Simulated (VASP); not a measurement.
A run of VASP 6.6.1 is set up as follows.

Contents of INCAR:

```
  PREC = Accurate
  ENCUT = 520
  EDIFF = 1E-6
  ISMEAR = 0
  SIGMA = 0.1
  LREAL = False
  LASPH = True
  NELM = 80
  ALGO = Fast
  ISIF = 2
  LWAVE = False
  LCHARG = False
  GGA = PS
  NBANDS = 40
```

KPOINTS

```
regular mesh
0
Gamma
  6 12 8
```

Contents of POSCAR:

```
TiB
1.0
    5.9955800210      0.0000000000      0.0000000000
    0.0000000000      3.0051508853      0.0000000000
    0.0000000000      0.0000000000      4.4782485345
Ti B
4 4
Direct
    0.1770666393      0.2500000000      0.1212749087
    0.8229333607      0.7500000000      0.8787250913
    0.3229333607      0.7500000000      0.6212749087
    0.6770666393      0.2500000000      0.3787250913
    0.0305059448      0.2500000000      0.6010551761
    0.9694940552      0.7500000000      0.3989448239
    0.4694940552      0.7500000000      0.1010551761
    0.5305059448      0.2500000000      0.8989448239
```

Potentials or basis: VASP PAW PBE potentials, release 64 (Ti_sv, B).

The run is started by

```bash
$ cat potpaw_PBE.64/Ti_sv/POTCAR potpaw_PBE.64/B/POTCAR > POTCAR
$ mpirun -np 1 vasp_std > vasp.out
```

Problem. Predict the band gap on the k mesh.

Solution. Zero (bands 30 and 31 overlap by 1.78 eV).

Problem. Predict the largest force.

Solution. 0.011 eV/Å.

Problem. Estimate the pressure.

Solution. 7.2 GPa.

Stress tensor (GPa, compression positive):
```
7.25 0.00 0.00
0.00 7.14 0.00
0.00 0.00 7.10
```

Caveat: the cell stands under pressure; the PAW data sets were made with another functional, which shifts forces and pressure a little.
